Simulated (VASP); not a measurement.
A run of VASP 6.6.1:

Contents of POSCAR:

```
SnO2
1.0
    4.7604949051      0.0000000000      0.0000000000
    0.0000000000      4.7604949051      0.0000000000
    0.0000000000      0.0000000000      3.2001628086
Sn O
2 4
Direct
    0.0000000000      0.0000000000      0.0000000000
    0.5000000000      0.5000000000      0.5000000000
    0.3058809152      0.3058809152      0.0000000000
    0.1941190848      0.8058809152      0.5000000000
    0.6941190848      0.6941190848      0.0000000000
    0.8058809152      0.1941190848      0.5000000000
```

Contents of INCAR.step1:

```
PREC = Accurate
ENCUT = 520
ISMEAR = 0
SIGMA = 0.01
LREAL = False
LASPH = True
NELM = 80
NBANDS = 35
GGA = PE
ALGO = Normal
EDIFF = 1E-4
LWAVE = True
LCHARG = False
```

The input INCAR.step2:

```
PREC = Accurate
ENCUT = 520
EDIFF = 1E-6
ISMEAR = 0
SIGMA = 0.01
LREAL = False
LASPH = True
NELM = 80
ALGO = Normal
ISIF = 2
LWAVE = False
LCHARG = True
METAGGA = R2SCAN
LMIXTAU = True
LELF = True
LVHAR = True
NBANDS = 35
ISTART = 1
```

File KPOINTS:

```
Automatic mesh
0
Gamma
  4 4 6
```

Potentials or basis: VASP PAW PBE potentials, release 64 (Sn_d, O).

Command:

```bash
$ cat potpaw_PBE.64/Sn_d/POTCAR potpaw_PBE.64/O/POTCAR > POTCAR
$ cp INCAR.step1 INCAR
$ mpirun -np 1 vasp_std > vasp.out
$ cp INCAR.step2 INCAR
$ mpirun -np 1 vasp_std > vasp.out
```

Hardware: 1 thread of Intel Xeon 8259CL (shared host).

Q: Estimate the wall time of this run.

A: Wall time 3 min on 1 thread of Intel Xeon 8259CL, with other jobs on the host, peak memory 0.2 GiB. Counts: k points 24.
